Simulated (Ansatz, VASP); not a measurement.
**TiSi2 in VASP and in Ansatz**

INCAR

```
  PREC = Accurate
  ENCUT = 520
  EDIFF = 1E-8
  ISMEAR = -1
  SIGMA = 0.08
  LREAL = F
  LASPH = T
  NELM = 100
  ALGO = Normal
  ISIF = 2
  LWAVE = F
  LCHARG = F
  GGA = PE
  LEFG = T
  NBANDS = 29
```

Contents of KPOINTS:

```
regular mesh
0
Gamma
  8 8 8
```

Contents of POSCAR:

```
TiSi2
1.0
    0.0000000000      4.1987656027      4.3450800428
    2.4333060007      0.0000000000      4.3450800428
    2.4333060007      4.1987656027      0.0000000000
Ti Si
2 4
Direct
    0.7500000000      0.7500000000      0.7500000000
    0.5000000000      0.5000000000      0.5000000000
    0.0830000000      0.4170000000      0.0830000000
    0.4170000000      0.0830000000      0.4170000000
    0.1670000000      0.8330000000      0.1670000000
    0.8330000000      0.1670000000      0.8330000000
```

Input for Ansatz:

```yaml
crystal:
  lattice:
    - [0.0, 4.1987656027, 4.3450800428]
    - [2.4333060007, 0.0, 4.3450800428]
    - [2.4333060007, 4.1987656027, 0.0]
  atoms:
    - { symbol: Ti, position: [0.75, 0.75, 0.75] }
    - { symbol: Ti, position: [0.5, 0.5, 0.5] }
    - { symbol: Si, position: [0.083, 0.417, 0.083] }
    - { symbol: Si, position: [0.417, 0.083, 0.417] }
    - { symbol: Si, position: [0.167, 0.833, 0.167] }
    - { symbol: Si, position: [0.833, 0.167, 0.833] }
kpoints:
  mp_grid: { grid: [8, 8, 8] }
scf:
  occupations: { method: fermi_dirac, width: 0.08 }
hamiltonian:
  xc: pbe
  pseudopotentials: { kind: all_electron, datasets: crystal }
output:
  forces: true
  stress: true
  eigenvalues: true
  efg: { contact_densities: true }
```

Change from the starting cell: volume scaled by 1.06, crystal datasets.

Alike in both runs: task electric field gradients; functional PBE; k mesh 8 × 8 × 8; occupations fermi-dirac, width 0.08 eV; no spin polarisation.

|  | VASP | Ansatz |
| --- | --- | --- |
| version | VASP 6.6.1 | Ansatz 0.2.0 |
| potentials or method | VASP PAW PBE potentials, release 64 (Ti_sv, Si), cutoff 520 eV | all-electron PAW with datasets made for the crystal, scalar-relativistic |

|  | VASP | Ansatz | Ansatz less VASP |
| --- | --- | --- | --- |
| pressure (GPa) | -5.6 | -5.6 | +0.03 |
| traceless stress, the component that is largest in VASP (GPa) | -1.67 | -1.67 | -0.004 |
| rms of the force components (eV/Å) | 0.087 | 0.086 | -0.0005 |
| size of Vzz on the site where it differs most (V/Å²) | 10.1 | 11.1 | +0.98 |

Atom by atom the forces differ by 0.000 eV/Å (rms over components). Ansatz ran all-electron here, and VASP with PAW potentials.
